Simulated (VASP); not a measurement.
# Rb (P6/mmm) in VASP: further runs

The runs below take Rb through single point, with r2SCAN.

Everything below comes from runs of VASP 6.6.1. Logs are shortened: lines on timing, memory, paths and dates and some standing lists are left out, and cuts for length are marked.

## Step 1: The cell of the first run

Symmetry: P6/mmm, No. 191, hexagonal system. The conventional cell has a = 8.211 Å, b = 8.211 Å, c = 4.893 Å, α = 90.00°, β = 90.00°, γ = 120.00°.

This isn't the form of Rb at room conditions, which is bcc.

## Step 2: Single point, r2SCAN

Input file POSCAR:

```
Rb
1.0
    8.2113191600      0.0000000000      0.0000000000
   -4.1056595800      7.1112109911      0.0000000000
    0.0000000000      0.0000000000      4.8933275313
Rb
3
Direct
    1.0000000000      1.0000000000      1.0000000000
    0.3333333333      0.6666666667      0.5000000000
    0.6666666667      0.3333333333      0.5000000000
```

Input file INCAR.step1:

```
PREC = Accurate
ENCUT = 520
ISMEAR = -1
SIGMA = 0.1
LREAL = False
LASPH = True
NELM = 100
NBANDS = 20
GGA = PE
ALGO = Normal
EDIFF = 1E-4
LWAVE = True
LCHARG = False
```

Input file INCAR.step2:

```
PREC = Accurate
ENCUT = 520
EDIFF = 1E-6
ISMEAR = -1
SIGMA = 0.1
LREAL = False
LASPH = True
NELM = 100
ALGO = Normal
ISIF = 2
LWAVE = False
LCHARG = False
METAGGA = R2SCAN
LMIXTAU = True
NBANDS = 20
ISTART = 1
```

Input file KPOINTS:

```
Automatic mesh
0
Gamma
  5 5 7
```

Potentials or basis: VASP PAW PBE potentials, release 64 (Rb_sv).

On the command line:

```console
$ cat potpaw_PBE.64/Rb_sv/POTCAR > POTCAR
$ cp INCAR.step1 INCAR
$ mpirun -np 1 vasp_std > vasp.out
$ cp INCAR.step2 INCAR
$ mpirun -np 1 vasp_std > vasp.out
```

OUTCAR:

```text
PREC = Accurate
   ENCUT = 520
   EDIFF = 1E-6
   ISMEAR = -1
   LREAL = False
   LASPH = True
   NELM = 100
   ISIF = 2
   METAGGA = R2SCAN
   ISTART = 1

 ion  position               nearest neighbor table
   1  0.000  0.000  0.000-   2 5.33   3 5.33   2 5.33   3 5.33   2 5.33   2 5.33   3 5.33   3 5.33
                             3 5.33   3 5.33   2 5.33   2 5.33
   2  0.333  0.667  0.500-   3 4.74   3 4.74   3 4.74   1 5.33   1 5.33   1 5.33   1 5.33   1 5.33
                             1 5.33
   3  0.667  0.333  0.500-   2 4.74   2 4.74   2 4.74   1 5.33   1 5.33   1 5.33   1 5.33   1 5.33
                             1 5.33

  LATTYP: Found a hexagonal cell.
 ALAT       =     8.2113191600
 C/A-ratio  =     0.5959246542

  Lattice vectors:

 A1 = (   8.2113191600,   0.0000000000,   0.0000000000)
 A2 = (  -4.1056595800,   7.1112109911,   0.0000000000)
 A3 = (   0.0000000000,   0.0000000000,   4.8933275313)

Analysis of symmetry for initial positions (statically):
=====================================================================
 Subroutine PRICEL returns:
 Original cell was already a primitive cell.

 Routine SETGRP: Setting up the symmetry group for a
 hexagonal supercell.

 Subroutine GETGRP returns: Found 24 space group operations
 (whereof 24 operations were pure point group operations)
 out of a pool of 24 trial point group operations.

The static configuration has the point symmetry D_6h.

Analysis of symmetry for dynamics (positions and initial velocities):
=====================================================================
 Subroutine PRICEL returns:
 Original cell was already a primitive cell.

 Routine SETGRP: Setting up the symmetry group for a
 hexagonal supercell.

 Subroutine GETGRP returns: Found 24 space group operations
 (whereof 24 operations were pure point group operations)
 out of a pool of 24 trial point group operations.

The dynamic configuration has the point symmetry D_6h.

 Subroutine INISYM returns: Found 24 space group operations
 (whereof 24 operations are pure point group operations),
 and found     1 'primitive' translations

----------------------------------------------------------------------------------------

                                     Primitive cell

  volume of cell :     285.7333

  direct lattice vectors                    reciprocal lattice vectors
     8.211319160  0.000000000  0.000000000     0.121783112  0.070311512  0.000000000
    -4.105659580  7.111210991  0.000000000     0.000000000  0.140623025  0.000000000
     0.000000000  0.000000000  4.893327531     0.000000000  0.000000000  0.204359915

  length of vectors
     8.211319160  8.211319160  4.893327531     0.140623025  0.140623025  0.204359915

  position of ions in fractional coordinates (direct lattice)
     0.000000000  0.000000000  0.000000000
     0.333333333  0.666666667  0.500000000
     0.666666667  0.333333333  0.500000000

  ion indices of the primitive-cell ions
   primitive index   ion index
                 1           1
                 2           2
                 3           3

----------------------------------------------------------------------------------------

 KPOINTS: Automatic mesh

Automatic generation of k-mesh.
 Grid dimensions read from file:
 generate k-points for:    5    5    7

 Generating k-lattice:

  Cartesian coordinates                     Fractional coordinates (reciprocal lattice)
     0.024356622  0.014062302  0.000000000     0.200000000  0.000000000  0.000000000
     0.000000000  0.028124605  0.000000000     0.000000000  0.200000000  0.000000000
     0.000000000  0.000000000  0.029194274     0.000000000  0.000000000  0.142857143

  Length of vectors
     0.028124605  0.028124605  0.029194274

  Shift w.r.t. Gamma in fractional coordinates (k-lattice)
     0.000000000  0.000000000  0.000000000

 Subroutine IBZKPT returns following result:
 ===========================================

 Found     20 irreducible k-points:

 Following reciprocal coordinates:
            Coordinates               Weight
  0.000000  0.000000  0.000000      1.000000
  0.200000  0.000000  0.000000      6.000000
  0.400000  0.000000  0.000000      6.000000
  0.200000  0.200000  0.000000      6.000000
  0.400000  0.200000  0.000000      6.000000
  0.000000  0.000000  0.142857      2.000000
[... 12 lines left out ...]
  0.200000  0.200000  0.428571     12.000000
  0.400000  0.200000  0.428571     12.000000
   k-points           NKPTS =     20   k-points in BZ     NKDIM =     20   number of bands    NBANDS=     20
   number of dos      NEDOS =    301   number of ions     NIONS =      3
   total plane-waves  NPLWV = 147456
   dimension x,y,z NGX =    64 NGY =   64 NGZ =   36
   dimension x,y,z NGXF=   128 NGYF=  128 NGZF=   72
   ions per type =               3
   NGX,Y,Z   is equivalent  to a cutoff of  12.96, 12.96, 12.23 a.u.
   NGXF,Y,Z  is equivalent  to a cutoff of  25.91, 25.91, 24.46 a.u.
 SYSTEM =  unknown system
   PREC   = accura    normal or accurate (medium, high low for compatibility)
   ISTART =      1    job   : 0-new  1-cont  2-samecut
   ICHARG =      0    charge: 1-file 2-atom 10-const
   ISPIN  =      1    spin polarized calculation?
   LNONCOLLINEAR =      F non collinear calculations
   LSORBIT =      F    spin-orbit coupling
   LASPH  =      T    aspherical Exc in radial PAW
   ENCUT  =  520.0 eV  38.22 Ry    6.18 a.u.  15.27 15.27  9.10*2*pi/ulx,y,z
   NELM   =    100;   NELMIN=  2; NELMDL=  0     # of ELM steps
   EDIFF  = 0.1E-05   stopping-criterion for ELM
   LREAL  =      F    real-space projection
   EDIFFG = 0.1E-04   stopping-criterion for IOM
   NSW    =      0    number of steps for IOM
   IBRION =     -1    ionic relax: 0-MD 1-quasi-New 2-CG
   NFREE  =      0    steps in history (QN), initial steepest desc. (CG)
   ISIF   =      2    stress and relaxation
   ISYM   =      2    0-nonsym 1-usesym 2-fastsym
   POTIM  = 0.5000    time-step for ionic-motion
   TEBEG  =    0.0;   TEEND  =   0.0 temperature during run
   PSTRESS=    0.0 pullay stress
   NELECT =      27.0000    total number of electrons
   NUPDOWN=      -1.0000    fix difference up-down
   EMIN   =  10.00;   EMAX   =-10.00  energy-range for DOS
   EFERMI =   0.00;   METHOD = LEGACY
   ISMEAR =    -1;   SIGMA  =   0.10  broadening in eV -4-tet -1-fermi 0-gaus
   EFERMI_NEDOS =   21; number of points for ismear=-14 and -15
   IALGO  =     38    algorithm
   IMIX   =      4    mixing-type and parameters
     AMIX     =   0.40;   BMIX     =  1.00
     AMIX_MAG =   1.60;   BMIX_MAG =  1.00
  volume/ion in A,a.u.               =      95.24       642.74
  Fermi-wavevector in a.u.,A,eV,Ry     =   0.745663  1.409098  7.565017  0.556013
  Thomas-Fermi vector in A             =   1.841302
   LORBIT       =      0    0 simple, 1 ext, 2 COOP (PROOUT), +10 PAW based schemes
   METAGGA = R2SCAN    functional components
   LHFCALC =     F    Hartree Fock is set to
   AEXX    =    0.0000 exact exchange contribution
   IVDW    =     0    specifies the selected vdW correction
   LEPSILON=     F    determine dielectric tensor
   LRPA    =     F    only Hartree local field effects (RPA)
 non-spin polarized calculation
  energy-cutoff  :      520.00
  volume of cell :      285.73
 maximum number of plane-waves:      7722
 NGX is ok and might be reduce to    64
   NGX = 31   NGY = 31   NGZ = 19

 number of electron      27.0000000 magnetization

 Free energy of the ion-electron system (eV)
  ---------------------------------------------------
  ext. energy  EPLUGINS =         0.00000000
  ---------------------------------------------------
  free energy    TOTEN  =       -41.77762636 eV

  energy without entropy =      -41.69924268  energy(sigma->0) =      -41.73843452

 E-fermi :  -0.0390     XC(G=0):  -5.6101

 val. band max:       -0.0747431378   @ k =   0.2000   0.2000   0.1429
 cond. band min:       0.1545710748   @ k =   0.2000   0.0000   0.0000
 fundamental gap:      0.2293142126
 Fermi energy:        -0.0390440685

 k-point     1 :       0.0000    0.0000    0.0000
  band No.  band energies     occupation
      1     -30.1838      2.00000
      2     -30.1790      2.00000
      3     -30.0682      2.00000
      4     -13.7482      2.00000
      5     -13.7482      2.00000
      6     -13.6924      2.00000
[... 12 lines left out ...]
     19       1.5876      0.00000
     20       3.5095      0.00000

 k-point     2 :       0.2000    0.0000    0.0000
  band No.  band energies     occupation
      1     -30.1834      2.00000
      2     -30.1794      2.00000
      3     -30.0682      2.00000
      4     -13.7516      2.00000
      5     -13.7454      2.00000
      6     -13.6935      2.00000
[... 12 lines left out ...]
     19       2.2782      0.00000
     20       3.5326      0.00000

 k-point     3 :       0.4000    0.0000    0.0000
  band No.  band energies     occupation
      1     -30.1824      2.00000
      2     -30.1803      2.00000
      3     -30.0682      2.00000
      4     -13.7565      2.00000
      5     -13.7364      2.00000
      6     -13.7014      2.00000
[... 12 lines left out ...]
     19       2.8616      0.00000
     20       2.9022      0.00000

 k-point     4 :       0.2000    0.2000    0.0000
  band No.  band energies     occupation
      1     -30.1827      2.00000
      2     -30.1801      2.00000
      3     -30.0682      2.00000
      4     -13.7548      2.00000
      5     -13.7390      2.00000
      6     -13.7005      2.00000
[... 337 lines left out ...]
 k-point    19 :       0.2000    0.2000    0.4286
  band No.  band energies     occupation
      1     -30.1807      2.00000
      2     -30.1782      2.00000
      3     -30.0662      2.00000
      4     -13.7468      2.00000
      5     -13.7457      2.00000
      6     -13.7353      2.00000
[... 12 lines left out ...]
     19       2.3710      0.00000
     20       2.5530      0.00000

 k-point    20 :       0.4000    0.2000    0.4286
  band No.  band energies     occupation
      1     -30.1799      2.00000
      2     -30.1790      2.00000
      3     -30.0662      2.00000
      4     -13.7497      2.00000
      5     -13.7432      2.00000
      6     -13.7385      2.00000
[... 12 lines left out ...]
     19       2.3589      0.00000
     20       2.9864      0.00000

------------------------ aborting loop because EDIFF is reached ----------------------------------------

  FORCE on cell =-STRESS in cart. coord.  units (eV):
  Direction    XX          YY          ZZ          XY          YZ          ZX
  --------------------------------------------------------------------------------------
  -------------------------------------------------------------------------------------
  Total        0.0252478      0.0252478      0.0011791      0.0000000      0.0000000      0.0000000
  in kB        0.1415708      0.1415708      0.0066116      0.0000000      0.0000000      0.0000000
  external PRESSURE =       0.0965844 kB  Pullay stress =       0.0000000 kB

 VOLUME and BASIS-vectors are now :
 -----------------------------------------------------------------------------
  energy-cutoff  :      520.00
  volume of cell :      285.73
      direct lattice vectors                 reciprocal lattice vectors
     8.211319160  0.000000000  0.000000000     0.121783112  0.070311512  0.000000000
    -4.105659580  7.111210991  0.000000000     0.000000000  0.140623025  0.000000000
     0.000000000  0.000000000  4.893327531     0.000000000  0.000000000  0.204359915

 POSITION                                       TOTAL-FORCE (eV/Angst)
 -----------------------------------------------------------------------------------
      0.00000      0.00000      0.00000        -0.000000      0.000000     -0.000000
     -0.00000      4.74081      2.44666         0.000000     -0.000000      0.000000
      4.10566      2.37040      2.44666        -0.000000      0.000000     -0.000000
 -----------------------------------------------------------------------------------
    total drift:                                0.000000     -0.000000      0.000000

  FREE ENERGIE OF THE ION-ELECTRON SYSTEM (eV)
  ---------------------------------------------------
  free  energy   TOTEN  =       -41.7776263597 eV

  energy  without entropy=      -41.6992426818  energy(sigma->0) =      -41.73843452
```

It took 5.9 min on 1 thread of AMD EPYC 9R45 (Zen 5), shared host; peak memory 0.4 GiB.

Results:

```yaml
Free_energy: -41.7776 eV
Pressure: 0.0 GPa
Band_gap_on_the_k_mesh: zero (an odd number of electrons rules out a gap without spin polarisation)
```

Caveat: the PAW data sets were made with another functional, which shifts forces and pressure a little.

## Step 3: Single point, r2SCAN (99.05 Å³/atom)

This run uses another cell than the first one, of 99.05 Å³/atom.

Input file POSCAR:

```
Rb
1.0
    8.3193752247      0.0000000000      0.0000000000
   -4.1596876123      7.2047902882      0.0000000000
    0.0000000000      0.0000000000      4.9577208043
Rb
3
Direct
    1.0000000000      1.0000000000      1.0000000000
    0.3333333333      0.6666666667      0.5000000000
    0.6666666667      0.3333333333      0.5000000000
```

Input file INCAR.step1:

```
SYSTEM = Rb
PREC = Accurate
ENCUT = 520
ISMEAR = -1
SIGMA = 0.1
LREAL = .FALSE.
LASPH = .TRUE.
NELM = 100
NBANDS = 20
GGA = PE
ALGO = Normal
EDIFF = 1E-4
LWAVE = .TRUE.
LCHARG = .FALSE.
```

Input file INCAR.step2:

```
SYSTEM = Rb
PREC = Accurate
ENCUT = 520
EDIFF = 1E-6
ISMEAR = -1
SIGMA = 0.1
LREAL = .FALSE.
LASPH = .TRUE.
NELM = 100
ALGO = Normal
ISIF = 2
LWAVE = .FALSE.
LCHARG = .FALSE.
METAGGA = R2SCAN
LMIXTAU = .TRUE.
NBANDS = 20
ISTART = 1
```

Input file KPOINTS:

```
regular mesh
0
G
  5 5 7
  0 0 0
```

Potentials or basis: VASP PAW PBE potentials, release 64 (Rb_sv).

On the command line:

```console
$ cat potpaw_PBE.64/Rb_sv/POTCAR > POTCAR
$ cp INCAR.step1 INCAR
$ mpirun -np 1 vasp_std > vasp.out
$ cp INCAR.step2 INCAR
$ mpirun -np 1 vasp_std > vasp.out
```

It took 6.9 min on 1 thread of AMD EPYC 9R45 (Zen 5), shared host; peak memory 0.44 GiB.

The run converged. Its results:

```
Free energy            : -41.7746 eV
Pressure               : -0.1 GPa
Band gap on the k mesh : zero (an odd number of electrons rules out a gap without spin polarisation)
```

Levels at points of the mesh, in eV from the Fermi level:
| k point | band 9 | band 10 | band 11 | band 12 | band 13 | band 14 | band 15 | band 16 | band 17 | band 18 |
| --- | --- | --- | --- | --- | --- | --- | --- | --- | --- | --- |
| (0.00, 0.00, 0.00) | -13.66 | -13.58 | -13.58 | -13.57 | -1.97 | 1.03 | 1.03 | 1.06 | 1.06 | 1.32 |

Caveat: the PAW data sets were made with another functional, which shifts forces and pressure a little.

[end of part 1 of 2]
